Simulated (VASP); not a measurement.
# Y (P6_3/mmc) in VASP: a series of runs

The runs below take Y through electric field gradients, with PBE.

Program: VASP 6.6.1. These are calculated values, not measurements. Logs are shortened: lines on timing, memory, paths and dates and some standing lists are left out, and cuts for length are marked.

## Step 1: The cell of the first run

It takes space group P6_3/mmc (No. 194, hexagonal). The conventional cell has a = 3.627 Å, b = 3.627 Å, c = 5.709 Å, α = 90.00°, β = 90.00°, γ = 120.00°. Y (site symmetry -6m2) has 12 Y at 3.54 to 3.63 Å within 4.7 Å.

## Step 2: Electric field gradients, PBE (32.52 Å³/atom)

Input file INCAR:

```
PREC     = Accurate       # precision mode
ENCUT    = 520            # plane-wave cutoff, eV
EDIFF    = 1E-8           # SCF threshold, eV
ISMEAR   = -1             # smearing method
SIGMA    = 0.08           # smearing width, eV
LREAL    = F              # projectors in reciprocal space
LASPH    = T              # aspherical terms in the spheres
NELM     = 60             # most SCF steps
ALGO     = Normal         # electronic algorithm
ISIF     = 2              # what is computed and relaxed
LWAVE    = F              # write WAVECAR
LCHARG   = F              # write CHGCAR
GGA      = PE             # functional
LEFG     = T            
NBANDS   = 18             # bands
```

Input file KPOINTS:

```
regular mesh
0
Gamma
  12 12 7
```

Input file POSCAR:

```
Y
1.0
    3.6269917924      0.0000000000      0.0000000000
   -1.8134958961      3.1410670315      0.0000000000
    0.0000000000      0.0000000000      5.7088256834
Y
2
Direct
    0.3333333333      0.6666666667      0.2500000000
    0.6666666667      0.3333333333      0.7500000000
```

Potentials or basis: VASP PAW PBE potentials, release 64 (Y_sv).

Run with:

```bash
$ cat potpaw_PBE.64/Y_sv/POTCAR > POTCAR
$ mpirun -np 1 vasp_std > vasp.out
```

OUTCAR:

```text
PREC = Accurate
   ENCUT = 520
   EDIFF = 1E-8
   ISMEAR = -1
   LREAL = F
   LASPH = T
   NELM = 60
   ISIF = 2
   GGA = PE

 ion  position               nearest neighbor table
   1  0.333  0.667  0.250-   2 3.54   2 3.54   2 3.54   2 3.54   2 3.54   2 3.54
   2  0.667  0.333  0.750-   1 3.54   1 3.54   1 3.54   1 3.54   1 3.54   1 3.54

  LATTYP: Found a hexagonal cell.
 ALAT       =     3.6269917924
 C/A-ratio  =     1.5739836234

  Lattice vectors:

 A1 = (   3.6269917924,   0.0000000000,   0.0000000000)
 A2 = (  -1.8134958961,   3.1410670315,   0.0000000000)
 A3 = (   0.0000000000,   0.0000000000,   5.7088256834)

Analysis of symmetry for initial positions (statically):
=====================================================================
 Subroutine PRICEL returns:
 Original cell was already a primitive cell.

 Routine SETGRP: Setting up the symmetry group for a
 hexagonal supercell.

 Subroutine GETGRP returns: Found 24 space group operations
 (whereof 12 operations were pure point group operations)
 out of a pool of 24 trial point group operations.

The static configuration has the point symmetry D_3d.
 The point group associated with its full space group is D_6h.

Analysis of symmetry for dynamics (positions and initial velocities):
=====================================================================
 Subroutine PRICEL returns:
 Original cell was already a primitive cell.

 Routine SETGRP: Setting up the symmetry group for a
 hexagonal supercell.

 Subroutine GETGRP returns: Found 24 space group operations
 (whereof 12 operations were pure point group operations)
 out of a pool of 24 trial point group operations.

The dynamic configuration has the point symmetry D_3d.
 The point group associated with its full space group is D_6h.

 Subroutine INISYM returns: Found 24 space group operations
 (whereof 12 operations are pure point group operations),
 and found     1 'primitive' translations

----------------------------------------------------------------------------------------

                                     Primitive cell

  volume of cell :      65.0385

  direct lattice vectors                    reciprocal lattice vectors
     3.626991792  0.000000000  0.000000000     0.275710577  0.159181576  0.000000000
    -1.813495896  3.141067031  0.000000000     0.000000000  0.318363152  0.000000000
     0.000000000  0.000000000  5.708825683     0.000000000  0.000000000  0.175167373

  length of vectors
     3.626991792  3.626991792  5.708825683     0.318363152  0.318363152  0.175167373

  position of ions in fractional coordinates (direct lattice)
     0.333333333  0.666666667  0.250000000
     0.666666667  0.333333333  0.750000000

  ion indices of the primitive-cell ions
   primitive index   ion index
                 1           1
                 2           2

----------------------------------------------------------------------------------------

 KPOINTS: regular mesh

Automatic generation of k-mesh.
 Grid dimensions read from file:
 generate k-points for:   12   12    7

 Generating k-lattice:

  Cartesian coordinates                     Fractional coordinates (reciprocal lattice)
     0.022975881  0.013265131  0.000000000     0.083333333  0.000000000  0.000000000
     0.000000000  0.026530263  0.000000000     0.000000000  0.083333333  0.000000000
     0.000000000  0.000000000  0.025023910     0.000000000  0.000000000  0.142857143

  Length of vectors
     0.026530263  0.026530263  0.025023910

  Shift w.r.t. Gamma in fractional coordinates (k-lattice)
     0.000000000  0.000000000  0.000000000

 Subroutine IBZKPT returns following result:
 ===========================================

 Found     76 irreducible k-points:

 Following reciprocal coordinates:
            Coordinates               Weight
  0.000000  0.000000  0.000000      1.000000
  0.083333 -0.000000  0.000000      6.000000
  0.166667  0.000000  0.000000      6.000000
  0.250000 -0.000000  0.000000      6.000000
  0.333333 -0.000000  0.000000      6.000000
  0.416667 -0.000000  0.000000      6.000000
[... 16 lines left out ...]
  0.250000 -0.000000  0.142857     12.000000
  0.333333 -0.000000  0.142857     12.000000
 [... further k-points ...]
   k-points           NKPTS =     76   k-points in BZ     NKDIM =     76   number of bands    NBANDS=     18
   number of dos      NEDOS =    301   number of ions     NIONS =      2
   total plane-waves  NPLWV =  32928
   dimension x,y,z NGX =    28 NGY =   28 NGZ =   42
   dimension x,y,z NGXF=    56 NGYF=   56 NGZF=   84
   ions per type =               2
   NGX,Y,Z   is equivalent  to a cutoff of  12.83, 12.83, 12.23 a.u.
   NGXF,Y,Z  is equivalent  to a cutoff of  25.67, 25.67, 24.46 a.u.
 SYSTEM =  unknown system
   PREC   = accura    normal or accurate (medium, high low for compatibility)
   ISTART =      0    job   : 0-new  1-cont  2-samecut
   ICHARG =      2    charge: 1-file 2-atom 10-const
   ISPIN  =      1    spin polarized calculation?
   LNONCOLLINEAR =      F non collinear calculations
   LSORBIT =      F    spin-orbit coupling
   LASPH  =      T    aspherical Exc in radial PAW
   ENCUT  =  520.0 eV  38.22 Ry    6.18 a.u.   6.74  6.74 10.61*2*pi/ulx,y,z
   NELM   =     60;   NELMIN=  2; NELMDL= -5     # of ELM steps
   EDIFF  = 0.1E-07   stopping-criterion for ELM
   LREAL  =      F    real-space projection
   EDIFFG = 0.1E-06   stopping-criterion for IOM
   NSW    =      0    number of steps for IOM
   IBRION =     -1    ionic relax: 0-MD 1-quasi-New 2-CG
   NFREE  =      0    steps in history (QN), initial steepest desc. (CG)
   ISIF   =      2    stress and relaxation
   ISYM   =      2    0-nonsym 1-usesym 2-fastsym
   POTIM  = 0.5000    time-step for ionic-motion
   TEBEG  =    0.0;   TEEND  =   0.0 temperature during run
   PSTRESS=    0.0 pullay stress
   NELECT =      22.0000    total number of electrons
   NUPDOWN=      -1.0000    fix difference up-down
   EMIN   =  10.00;   EMAX   =-10.00  energy-range for DOS
   EFERMI =   0.00;   METHOD = LEGACY
   ISMEAR =    -1;   SIGMA  =   0.08  broadening in eV -4-tet -1-fermi 0-gaus
   EFERMI_NEDOS =   21; number of points for ismear=-14 and -15
   IALGO  =     38    algorithm
   IMIX   =      4    mixing-type and parameters
     AMIX     =   0.40;   BMIX     =  1.00
     AMIX_MAG =   1.60;   BMIX_MAG =  1.00
  volume/ion in A,a.u.               =      32.52       219.45
  Fermi-wavevector in a.u.,A,eV,Ry     =   1.140667  2.155548 17.702828  1.301121
  Thomas-Fermi vector in A             =   2.277369
   LORBIT       =      0    0 simple, 1 ext, 2 COOP (PROOUT), +10 PAW based schemes
   GGA     = PE    functional components
   LHFCALC =     F    Hartree Fock is set to
   AEXX    =    0.0000 exact exchange contribution
   IVDW    =     0    specifies the selected vdW correction
   LEPSILON=     F    determine dielectric tensor
   LRPA    =     F    only Hartree local field effects (RPA)
 non-spin polarized calculation
  energy-cutoff  :      520.00
  volume of cell :       65.04
 maximum number of plane-waves:      1773
 NGX is ok and might be reduce to    28
   NGX = 13   NGY = 13   NGZ = 21

 number of electron      22.0000000 magnetization

 Free energy of the ion-electron system (eV)
  ---------------------------------------------------
  ext. energy  EPLUGINS =         0.00000000
  ---------------------------------------------------
  free energy    TOTEN  =       -12.90496418 eV

  energy without entropy =      -12.82267463  energy(sigma->0) =      -12.86381940

 E-fermi :   3.0499     XC(G=0):  -9.4653

 val. band max:        3.0425715954   @ k =   0.3333  -0.0000   0.4286
 cond. band min:       3.0534066850   @ k =   0.2500   0.2500   0.4286
 fundamental gap:      0.0108350896
 Fermi energy:         3.0499032604

 k-point     1 :       0.0000    0.0000    0.0000
  band No.  band energies     occupation
      1     -39.6133      2.00000
      2     -39.5378      2.00000
      3     -19.8992      2.00000
      4     -19.4068      2.00000
      5     -19.4068      2.00000
      6     -19.3164      2.00000
[... 10 lines left out ...]
     17       5.8763      0.00000
     18       5.8763      0.00000
[... 463 lines left out ...]
 k-point    24 :       0.3333   -0.0000    0.1429
  band No.  band energies     occupation
      1     -39.5675      2.00000
      2     -39.5283      2.00000
      3     -19.7684      2.00000
      4     -19.6551      2.00000
      5     -19.6137      2.00000
      6     -19.4922      2.00000
[... 10 lines left out ...]
     17       6.9519      0.00000
     18       7.1727      0.00000

 [... further k-points ...]

------------------------ aborting loop because EDIFF is reached ----------------------------------------

  FORCE on cell =-STRESS in cart. coord.  units (eV):
  Direction    XX          YY          ZZ          XY          YZ          ZX
  --------------------------------------------------------------------------------------
  -------------------------------------------------------------------------------------
  Total        0.2351822      0.2351822      0.0182572      0.0000000      0.0000000      0.0000000
  in kB        5.7935459      5.7935459      0.4497530      0.0000000      0.0000000      0.0000000
  external PRESSURE =       4.0122816 kB  Pullay stress =       0.0000000 kB

 VOLUME and BASIS-vectors are now :
 -----------------------------------------------------------------------------
  energy-cutoff  :      520.00
  volume of cell :       65.04
      direct lattice vectors                 reciprocal lattice vectors
     3.626991792  0.000000000  0.000000000     0.275710577  0.159181576  0.000000000
    -1.813495896  3.141067031  0.000000000     0.000000000  0.318363152  0.000000000
     0.000000000  0.000000000  5.708825683     0.000000000  0.000000000  0.175167373

 POSITION                                       TOTAL-FORCE (eV/Angst)
 -----------------------------------------------------------------------------------
     -0.00000      2.09404      1.42721         0.000000      0.000000      0.000000
      1.81350      1.04702      4.28162        -0.000000     -0.000000      0.000000
 -----------------------------------------------------------------------------------
    total drift:                               -0.000000      0.000000     -0.000000

  FREE ENERGIE OF THE ION-ELECTRON SYSTEM (eV)
  ---------------------------------------------------
  free  energy   TOTEN  =       -12.9049641772 eV

  energy  without entropy=      -12.8226746283  energy(sigma->0) =      -12.86381940

 Electric field gradients (V/A^2)
---------------------------------------------------------------------
 ion       V_xx      V_yy      V_zz      V_xy      V_xz      V_yz
---------------------------------------------------------------------
   1     -13.345   -13.345    26.691     0.000     0.000    -0.000
   2     -13.345   -13.345    26.691     0.000    -0.000     0.000
---------------------------------------------------------------------

 Electric field gradients after diagonalization (V/A^2)
 (convention: |V_zz| > |V_xx| > |V_yy|)
----------------------------------------------------------------------
 ion       V_xx      V_yy      V_zz     asymmetry (V_yy - V_xx)/ V_zz
----------------------------------------------------------------------
   1     -13.346   -13.345    26.691       0.000
   2     -13.346   -13.345    26.691       0.000
----------------------------------------------------------------------

           NMR quadrupolar parameters

 Cq : quadrupolar parameter    Cq=e*Q*V_zz/h
 eta: asymmetry parameters     (V_yy - V_xx)/ V_zz
 Q  : nuclear electric quadrupole moment in mb (millibarn)
----------------------------------------------------------------------
 ion       Cq(MHz)       eta       Q (mb)
----------------------------------------------------------------------
   1       0.065       0.000       1.000
   2       0.065       0.000       1.000
----------------------------------------------------------------------
```

Run time: 2.5 min. Hardware: 1 thread of Intel Xeon 8259CL, shared host; peak memory 0.23 GiB.

What came out:

| Property | Result |
| --- | --- |
| Free energy | -12.9050 eV |
| Pressure | 0.4 GPa |
| Band gap on the k mesh | zero (bands 11 and 12 overlap by 1.33 eV) |
| Largest electric field gradient by atom | Y +26.7 V/Å² |

Levels at points of the mesh, in eV from the Fermi level:
```
           k point  band 8  band 9  band 10  band 11  band 12  band 13  band 14  band 15
(0.00, 0.00, 0.00)  -22.34   -4.71    -1.88     0.89     1.76     1.76     2.04     2.37
(0.50, 0.00, 0.00)  -22.43   -1.67    -1.20    -0.83    -0.08     1.40     1.49     2.07
```

Electric field gradients, principal values (V/Å²):
```tsv
atom	least	middle	greatest (by size)
1 Y	-13.345	-13.346	26.691
2 Y	-13.345	-13.346	26.691
```

Caveat: without QUAD_EFG the Cq values of the log hold for a quadrupole moment of 1 mb, not for the nuclei.

## Step 3: Electric field gradients, PBE

This run uses another cell than the first one, of 33.18 Å³/atom.

Input file INCAR:

```
ALGO = Normal ; EDIFF = 1E-8
ENCUT = 520 ; GGA = PE
ISIF = 2 ; ISMEAR = -1
LASPH = True ; LCHARG = False
LEFG = True ; LREAL = False
LWAVE = False ; NBANDS = 18
NELM = 100 ; PREC = Accurate
SIGMA = 0.08
```

Input file KPOINTS:

```
k-points
0
Gamma
  12 12 7
```

Input file POSCAR:

```
Y
1.0
    3.6514992371      0.0000000000      0.0000000000
   -1.8257496185      3.1622911012      0.0000000000
    0.0000000000      0.0000000000      5.7474000000
Y
2
Direct
    0.3333333333      0.6666666667      0.2500000000
    0.6666666667      0.3333333333      0.7500000000
```

Potentials or basis: VASP PAW PBE potentials, release 64 (Y_sv).

Run with:

```bash
$ cat potpaw_PBE.64/Y_sv/POTCAR > POTCAR
$ mpirun -np 1 vasp_std > vasp.out
```

OUTCAR:

```text
EDIFF = 1E-8
   ENCUT = 520
   GGA = PE
   ISIF = 2
   ISMEAR = -1
   LASPH = True
   LREAL = False
   NELM = 100
   PREC = Accurate

 ion  position               nearest neighbor table
   1  0.333  0.667  0.250-   2 3.56   2 3.56   2 3.56   2 3.56   2 3.56   2 3.56
   2  0.667  0.333  0.750-   1 3.56   1 3.56   1 3.56   1 3.56   1 3.56   1 3.56

  LATTYP: Found a hexagonal cell.
 ALAT       =     3.6514992371
 C/A-ratio  =     1.5739836234

  Lattice vectors:

 A1 = (   3.6514992371,   0.0000000000,   0.0000000000)
 A2 = (  -1.8257496185,   3.1622911012,   0.0000000000)
 A3 = (   0.0000000000,   0.0000000000,   5.7474000000)

Analysis of symmetry for initial positions (statically):
=====================================================================
 Subroutine PRICEL returns:
 Original cell was already a primitive cell.

 Routine SETGRP: Setting up the symmetry group for a
[... 695 lines left out ...]
  energy-cutoff  :      520.00
  volume of cell :       66.37
      direct lattice vectors                 reciprocal lattice vectors
     3.651499237  0.000000000  0.000000000     0.273860115  0.158113211  0.000000000
    -1.825749618  3.162291101  0.000000000     0.000000000  0.316226422  0.000000000
     0.000000000  0.000000000  5.747400000     0.000000000  0.000000000  0.173991718

 POSITION                                       TOTAL-FORCE (eV/Angst)
 -----------------------------------------------------------------------------------
     -0.00000      2.10819      1.43685         0.000000     -0.000000      0.000000
      1.82575      1.05410      4.31055        -0.000000      0.000000      0.000000
 -----------------------------------------------------------------------------------
    total drift:                                0.000000     -0.000000      0.000000

  FREE ENERGIE OF THE ION-ELECTRON SYSTEM (eV)
  ---------------------------------------------------
  free  energy   TOTEN  =       -12.9049531310 eV

  energy  without entropy=      -12.8218852793  energy(sigma->0) =      -12.86341921

 Electric field gradients (V/A^2)
---------------------------------------------------------------------
 ion       V_xx      V_yy      V_zz      V_xy      V_xz      V_yz
---------------------------------------------------------------------
   1     -12.854   -12.854    25.708     0.000    -0.000     0.000
   2     -12.854   -12.854    25.708     0.000     0.000    -0.000
---------------------------------------------------------------------

 Electric field gradients after diagonalization (V/A^2)
 (convention: |V_zz| > |V_xx| > |V_yy|)
----------------------------------------------------------------------
 ion       V_xx      V_yy      V_zz     asymmetry (V_yy - V_xx)/ V_zz
----------------------------------------------------------------------
   1     -12.854   -12.854    25.708       0.000
   2     -12.854   -12.854    25.708       0.000
----------------------------------------------------------------------

           NMR quadrupolar parameters

 Cq : quadrupolar parameter    Cq=e*Q*V_zz/h
 eta: asymmetry parameters     (V_yy - V_xx)/ V_zz
 Q  : nuclear electric quadrupole moment in mb (millibarn)
----------------------------------------------------------------------
 ion       Cq(MHz)       eta       Q (mb)
----------------------------------------------------------------------
   1       0.062       0.000       1.000
   2       0.062       0.000       1.000
----------------------------------------------------------------------
```

stdout:

```text
POSCAR found type information on POSCAR Y
 POSCAR found :  1 types and       2 ions
 scaLAPACK will be used
 LDA part: xc-table for (Slater+PW92), standard interpolation
 POSCAR, INCAR and KPOINTS ok, starting setup
 FFT: planning ... GRIDC
 FFT: planning ... GRID_SOFT
 FFT: planning ... GRID
 WAVECAR not read
 entering main loop
ion   1

ion   2
```

It took 2.8 min on 1 thread of Intel Xeon 8259CL, shared host; peak memory 0.24 GiB.

Results:

```yaml
Free_energy: -12.9050 eV
Pressure: -0.4 GPa
Band_gap_on_the_k_mesh: zero (bands 11 and 12 overlap by 1.28 eV)
Largest_electric_field_gradient_by_atom: Y +25.7 V/Å²
```

Electric field gradients, principal values (V/Å²):
| atom | least | middle | greatest (by size) |
| --- | --- | --- | --- |
| 1 Y | -12.854 | -12.854 | 25.708 |
| 2 Y | -12.854 | -12.854 | 25.708 |

Caveat: without QUAD_EFG the Cq values of the log hold for a quadrupole moment of 1 mb, not for the nuclei.

(Part 1 of 2 ends here.)
